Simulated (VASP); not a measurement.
Input of a VASP 6.6.1 run:

File INCAR:

```
PREC = Accurate
ENCUT = 520
EDIFF = 1E-6
ISMEAR = 0
SIGMA = 0.02
LREAL = False
LASPH = True
NELM = 100
ALGO = Normal
ISIF = 2
LWAVE = False
LCHARG = True
LELF = True
LVHAR = True
NBANDS = 35
```

KPOINTS

```
regular mesh
0
Gamma
  6 6 8
```

File POSCAR:

```
SnO2
1.0
    4.7223298057      0.0000000000      0.0000000000
    0.0000000000      4.7223298057      0.0000000000
    0.0000000000      0.0000000000      3.1904749623
Sn O
2 4
Direct
    0.5000000000      0.5000000000      0.5000000000
    0.0000000000      0.0000000000      0.0000000000
    0.1939320871      0.8060679129      0.5000000000
    0.8060679129      0.1939320871      0.5000000000
    0.3060679129      0.3060679129      0.0000000000
    0.6939320871      0.6939320871      0.0000000000
```

Potentials or basis: VASP PAW LDA potentials, release 64 (Sn_d, O).

Command:

```bash
$ cat potpaw_LDA.64/Sn_d/POTCAR potpaw_LDA.64/O/POTCAR > POTCAR
$ mpirun -np 1 vasp_std > vasp.out
```

Problem. Estimate the pressure.

Solution. 1.1 GPa.

Problem. Predict the band gap on the k mesh.

Solution. 1.20 eV.

Problem. Predict the largest force.

Solution. 0.021 eV/Å.

Stress tensor (GPa, compression positive):
```
0.93 0.00 0.00
0.00 0.93 0.00
0.00 0.00 1.38
```

Caveat: spin-orbit coupling is left out, which moves the levels of the heavy elements.
